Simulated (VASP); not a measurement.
A run of VASP 6.6.1:

File INCAR:

```
SYSTEM = YF5
PREC = Accurate
ENCUT = 520
EDIFF = 1E-6
ISMEAR = 0
SIGMA = 0.1
LREAL = .False.
LASPH = .True.
NELM = 80
ALGO = Normal
ISIF = 2
LWAVE = .False.
LCHARG = .False.
GGA = PE
NBANDS = 32
```

The input KPOINTS:

```
regular mesh
0
Gamma
  6 6 4
  0 0 0
```

The input POSCAR:

```
YF5
1.0
    5.8580345799      0.0000000000      0.0000000000
   -2.9290172899      5.0732067624      0.0000000000
    0.0000000000      0.0000000000      6.0659669224
Y F
1 5
Direct
    0.0000000000      0.0000000000      0.0000000000
    0.5000000000      0.0000000000      0.5000000000
    0.0000000000      0.5000000000      0.5000000000
    0.5000000000      0.5000000000      0.5000000000
    0.0000000000      0.0000000000      0.6839416229
    0.0000000000      0.0000000000      0.3160583771
```

Potentials or basis: VASP PAW PBE potentials, release 64 (Y_sv, F).

Command:

```bash
$ cat potpaw_PBE.64/Y_sv/POTCAR potpaw_PBE.64/F/POTCAR > POTCAR
$ mpirun -np 1 vasp_std > vasp.out
```

Hardware: 1 thread of Intel(R) Xeon(R) 6975P-C (Granite Rapids) (shared host).

Problem. How long does it take, and how much memory?

Solution. It took 110 s on 1 thread of Intel(R) Xeon(R) 6975P-C (Granite Rapids), with other jobs on the host, peak memory 0.36 GiB. Counts: scf iterations 21, k points 21.
